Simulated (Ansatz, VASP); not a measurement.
KCl: VASP beside Ansatz

```
K Cl
1.0
     0.00000    3.12160    3.12160
     3.12160    0.00000    3.12160
     3.12160    3.12160    0.00000
K Cl
1 1
Direct
  0.00000 0.00000 0.00000
  0.50000 0.50000 0.50000
```

Alike in both runs: functional PBEsol; k mesh 6 × 6 × 6; occupations gaussian, width 0.02 eV; no spin polarisation.

Ansatz relaxed the structure, and its values are those at the end. VASP's run is a single point on that final structure, the one shown.

|  | VASP | Ansatz |
| --- | --- | --- |
| version | VASP 6.6.1 | Ansatz 0.2.0 |
| potentials or method | VASP PAW PBE potentials, release 64 (K_sv, Cl), cutoff 520 eV | scalar-relativistic, plane waves, PAW |
| valence electrons in the cell | 16 | 16 |

```tsv
	VASP	Ansatz	Ansatz less VASP
gap on the k mesh at the Fermi level (eV)	5.10	5.10	+0.004
least direct gap on the mesh (eV)	5.10	5.10	+0.004
pressure (GPa)	0.0	0.0	-0.04
```

VASP's potentials were made for PBE, not for PBEsol.
